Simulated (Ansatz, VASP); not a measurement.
# Two plane-wave programs on WSe3

INCAR

```
SYSTEM = WSe3
ALGO = Normal
EDIFF = 1E-6
EDIFFG = -0.01
ENCUT = 600
GGA = PE
IBRION = 2
ISIF = 3
ISMEAR = 0
LASPH = .True.
LCHARG = .False.
LREAL = .False.
LWAVE = .False.
NELM = 60
NSW = 100
PREC = Accurate
SIGMA = 0.1
```

KPOINTS

```
k-points
0
Gamma
  12 12 12
  0 0 0
```

File POSCAR:

```
WSe3
1.0
    0.0000000000      3.2731049155      3.2731049155
    3.2731049155      0.0000000000      3.2731049155
    3.2731049155      3.2731049155      0.0000000000
W Se
1 3
Direct
    0.0000000000      0.0000000000      0.0000000000
    0.5000000000      0.5000000000      0.5000000000
    0.2500000000      0.2500000000      0.2500000000
    0.7500000000      0.7500000000      0.7500000000
```

Input for Ansatz:

```yaml
crystal:
  lattice:
    - [0.0, 3.2731049155, 3.2731049155]
    - [3.2731049155, 0.0, 3.2731049155]
    - [3.2731049155, 3.2731049155, 0.0]
  atoms:
    - { symbol: W, position: [0.0, 0.0, 0.0] }
    - { symbol: Se, position: [0.5, 0.5, 0.5] }
    - { symbol: Se, position: [0.25, 0.25, 0.25] }
    - { symbol: Se, position: [0.75, 0.75, 0.75] }
basis:
  ecutwfc: 420
kpoints:
  mp_grid: { grid: [12, 12, 12] }
hamiltonian:
  xc: pbe
scf:
  occupations: { method: gaussian, width: 0.1 }
output:
  forces: true
  stress: true
  eigenvalues: true
relax:
  adjacent_minimum: "off"
  f_tol: 0.01
  max_steps: 80
  cell: { stress_tol: 0.05 }
```

Alike in both runs: task relaxation of cell and atoms; functional PBE; k mesh 12 × 12 × 12; occupations gaussian, width 0.1 eV; no spin polarisation.

|  | VASP | Ansatz |
| --- | --- | --- |
| version | VASP 6.6.1 | Ansatz 0.2.0 |
| potentials or method | VASP PAW PBE potentials, release 64 (W_sv, Se), cutoff 600 eV | scalar-relativistic, plane waves, PAW |
| valence electrons in the cell | 32 | 62 |

Ansatz gave:

| Quantity | Value |
| --- | --- |
| gap on the k mesh at the Fermi level, each at its own relaxed structure (eV) | none |
| relaxed volume (Å³/atom) | 17.52 |
| relaxed cell length with the largest relative difference (Å) | 4.628 |

**Question.** What did VASP give for the same quantities?

**Answer.** gap on the k mesh at the Fermi level, each at its own relaxed structure (eV): none; relaxed volume (Å³/atom): 17.53; relaxed cell length with the largest relative difference (Å): 4.629.

A gap of «none» marks a metal or a gap that the smearing closes. VASP's potentials hold 32 valence electrons a cell and Ansatz's 62, so a difference there can come from the potentials and not from the codes.

Spin-orbit coupling is off throughout. Noted on VASP's run: the relaxation stopped at its first step, so nothing moved.
